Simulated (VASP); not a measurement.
A run of VASP 6.6.1:

Contents of INCAR:

```
PREC = Accurate ; ENCUT = 520
EDIFF = 1E-6 ; ISMEAR = 0
SIGMA = 0.05 ; LREAL = F
LASPH = T ; NELM = 150
ALGO = Normal ; ISIF = 2
LWAVE = F ; LCHARG = F
ISPIN = 2 ; MAGMOM = 0 0 0 0 0 0 0 0 2
LORBIT = 11 ; LDIPOL = T
IDIPOL = 3 ; DIPOL = 0.5 0.5 0.382
GGA = PE ; NBANDS = 33
```

Contents of KPOINTS:

```
regular mesh
0
Gamma
  9 9 1
```

The input POSCAR:

```
Si8O
1.0
    3.8510821792      0.0000000000      0.0000000000
   -1.9255410896      3.3351349992      0.0000000000
    0.0000000000      0.0000000000     25.7458745107
Si O
8 1
Direct
    0.6666666667      0.3333333333      0.1553646973
    0.3333333333      0.6666666667      0.1864797868
    0.3333333333      0.6666666667      0.2789705438
    0.6666666667      0.3333333333      0.3100856332
    0.6666666667      0.3333333333      0.4023777075
    0.3333333333      0.6666666667      0.4328816163
    0.3333333333      0.6666666667      0.5270845181
    0.6666666667      0.3333333333      0.5533264953
    1.3333333333      0.6666666667      0.5933591971
```

Potentials or basis: VASP PAW PBE potentials, release 64 (Si, O).

The run is started by

```bash
$ cat potpaw_PBE.64/Si/POTCAR potpaw_PBE.64/O/POTCAR > POTCAR
$ mpirun -np 1 vasp_std > vasp.out
```

Hardware: 1 thread of Intel(R) Xeon(R) Platinum 8259CL CPU @ 2.50GHz (Skylake/Cascade Lake) (shared host).

Task: How long does it take, and how much memory?

Result: Wall time 16 min on 1 thread of Intel(R) Xeon(R) Platinum 8259CL CPU @ 2.50GHz (Skylake/Cascade Lake), on a shared host, peak memory 0.66 GiB. Counts: scf iterations 45, k points 12.
